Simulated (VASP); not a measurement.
A run of VASP 6.6.1 is set up as follows.

The input INCAR:

```
SYSTEM = HfN
PREC     = Accurate       ! precision mode
ENCUT    = 520            ! plane-wave cutoff, eV
EDIFF    = 1E-7           ! SCF threshold, eV
ISMEAR   = 0              ! smearing method
SIGMA    = 0.05           ! smearing width, eV
LREAL    = .False.        ! projectors in reciprocal space
LASPH    = .True.         ! aspherical terms in the spheres
NELM     = 100            ! most SCF steps
ALGO     = Normal         ! electronic algorithm
ISIF     = 2              ! what is computed and relaxed
LWAVE    = .False.        ! write WAVECAR
LCHARG   = .True.         ! write CHGCAR
GGA      = PS             ! functional
LELF     = .True.         ! ELF
LVHAR    = .True.       
NBANDS   = 66             ! bands
```

KPOINTS

```
regular mesh
0
Gamma
  1 1 12
  0 0 0
```

The input POSCAR:

```
HfN
1.0
   13.5000000000      0.0000000000      0.0000000000
    0.0000000000     13.8000000000      0.0000000000
    0.0000000000      0.0000000000      4.2968134315
Hf N
7 7
Direct
    0.5171747242      0.5000000000      0.0000000000
    0.4953058006      0.3456626914      0.5000000000
    0.4953058006      0.6543373086      0.5000000000
    0.3443196964      0.5000000000      0.5000000000
    0.6661808725      0.5000000000      0.5000000000
    0.3351649299      0.3496477535      0.0000000000
    0.3351649299      0.6503522465      0.0000000000
    0.3239387282      0.5000000000      0.0000000000
    0.6710248166      0.5000000000      0.0000000000
    0.3363758774      0.3339697592      0.5000000000
    0.3363758774      0.6660302408      0.5000000000
    0.5083533780      0.5000000000      0.5000000000
    0.4841949239      0.3373945133      0.0000000000
    0.4841949239      0.6626054867      0.0000000000
```

Potentials or basis: VASP PAW PBE potentials, release 64 (Hf_pv, N).

Run with:

```bash
$ cat potpaw_PBE.64/Hf_pv/POTCAR potpaw_PBE.64/N/POTCAR > POTCAR
$ mpirun -np 1 vasp_std > vasp.out
```

**Question.** What does it give for the band gap on the k mesh?

**Answer.** Zero (an odd number of electrons rules out a gap without spin polarisation).

**Question.** Estimate the largest force.

**Answer.** 0.111 eV/Å.

Forces in eV/Å, atoms in the order of the input:
```
Hf  -0.023  0.000  0.000
Hf  -0.077  0.080  0.000
Hf  -0.077 -0.080  0.000
Hf   0.049  0.000  0.000
Hf  -0.096  0.000  0.000
Hf   0.063  0.038  0.000
Hf   0.063 -0.038  0.000
N    0.054  0.000  0.000
N   -0.042  0.000  0.000
N    0.057  0.065  0.000
N    0.057 -0.065  0.000
N    0.032  0.000  0.000
N   -0.029  0.056  0.000
N   -0.029 -0.056  0.000
```

Caveat: the PAW data sets were made with another functional, which shifts forces and pressure a little; spin-orbit coupling is left out, which moves the levels of the heavy elements.
